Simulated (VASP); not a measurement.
Input of a VASP 6.6.1 run:

Contents of INCAR:

```
PREC = Accurate
ENCUT = 520
EDIFF = 1E-7
ISMEAR = 0
SIGMA = 0.1
LREAL = False
LASPH = True
NELM = 60
ALGO = Normal
ISIF = 2
LWAVE = False
LCHARG = False
GGA = PE
NBANDS = 25
```

The input KPOINTS:

```
Automatic mesh
0
Gamma
  4 4 4
```

POSCAR

```
HgH3
1.0
    6.2500025057      0.0000000000      0.0000000000
    0.0000000000      6.2500025057      0.0000000000
    0.0000000000      0.0000000000      6.2500025057
Hg H
2 6
Direct
    0.5000000000      0.5000000000      0.5000000000
    0.0000000000      0.0000000000      0.0000000000
    0.0603569171      0.5000000000      0.5000000000
    0.9396430829      0.5000000000      0.5000000000
    0.5000000000      0.0603569171      0.5000000000
    0.5000000000      0.9396430829      0.5000000000
    0.5000000000      0.5000000000      0.0603569171
    0.5000000000      0.5000000000      0.9396430829
```

Potentials or basis: VASP PAW PBE potentials, release 64 (Hg, H).

The run is started by

```console
$ cat potpaw_PBE.64/Hg/POTCAR potpaw_PBE.64/H/POTCAR > POTCAR
$ mpirun -np 1 vasp_std > vasp.out
```

(1) Predict the pressure.

(2) Predict the largest force.

Results:

(1) 0.3 GPa.

(2) 0.022 eV/Å.
